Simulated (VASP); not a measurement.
Input of a VASP 6.6.1 run:

INCAR

```
ALGO = Normal
EDIFF = 1E-6
ENCUT = 520
GGA = PE
ISIF = 2
ISMEAR = 0
LASPH = T
LCHARG = T
LELF = T
LREAL = F
LVHAR = T
LWAVE = F
NBANDS = 50
NELM = 100
PREC = Accurate
SIGMA = 0.01
```

KPOINTS

```
k-points
0
Gamma
  4 6 4
```

POSCAR

```
PbS
1.0
    8.3969062143      0.0000000000      0.0000000000
    0.0000000000      4.1985378073      0.0000000000
    0.0000000000      0.0000000000      5.9549033925
Pb S
4 4
Direct
    0.1248374590      0.7500000000      0.7501601718
    0.6248374590      0.7500000000      0.7498398282
    0.8751625410      0.2500000000      0.2498398282
    0.3751625410      0.2500000000      0.2501601718
    0.8753330491      0.2500000000      0.7502173266
    0.3753330491      0.2500000000      0.7497826734
    0.1246669509      0.7500000000      0.2497826734
    0.6246669509      0.7500000000      0.2502173266
```

Potentials or basis: VASP PAW PBE potentials, release 64 (Pb_d, S).

The run is started by

```sh
$ cat potpaw_PBE.64/Pb_d/POTCAR potpaw_PBE.64/S/POTCAR > POTCAR
$ mpirun -np 1 vasp_std > vasp.out
```

Q: What does it give for the band gap on the k mesh?

A: 0.39 eV.

Q: Predict the pressure.

A: 1.8 GPa.

Forces on the atoms (eV/Å):
```
Pb   0.003  0.000 -0.002
Pb   0.003  0.000  0.002
Pb  -0.003  0.000  0.002
Pb  -0.003  0.000 -0.002
S   -0.003  0.000 -0.002
S   -0.003  0.000  0.002
S    0.003  0.000  0.002
S    0.003  0.000 -0.002
```

Caveat: spin-orbit coupling is left out, which moves the levels of the heavy elements. A k mesh can miss the band edges.
